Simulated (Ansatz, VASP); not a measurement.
## BaZrO3 in VASP and in Ansatz

```xyz
5
Lattice="4.2054 0.0000 0.0000 0.0000 4.2054 0.0000 0.0000 0.0000 4.2054" Properties=species:S:1:pos:R:3 pbc="T T T"
Ba    0.0000    0.0000    0.0000
Zr    2.1027    2.1027    2.1027
O     0.0000    2.1027    2.1027
O     2.1027    0.0000    2.1027
O     2.1027    2.1027    0.0000
```

Alike in both runs: functional r2SCAN; k mesh 6 × 6 × 6; occupations gaussian, width 0.02 eV; no spin polarisation.

Ansatz relaxed the structure, and its values are those at the end. VASP's run is a single point on that final structure, the one shown.

```csv
,VASP,Ansatz
version,VASP 6.6.1,Ansatz 0.2.0
potentials or method,"VASP PAW PBE potentials, release 64 (Ba_sv, Zr_sv, O_h), cutoff 1480 eV","scalar-relativistic, plane waves, PAW"
valence electrons in the cell,40,40
```

```tsv
	VASP	Ansatz	Ansatz less VASP
gap on the k mesh at the Fermi level (eV)	3.69	3.73	+0.042
least direct gap on the mesh (eV)	3.94	3.96	+0.020
pressure (GPa)	0.9	0.0	-0.90
```

VASP's potentials were made for PBE, not for r2SCAN.

Spin-orbit coupling is off throughout.
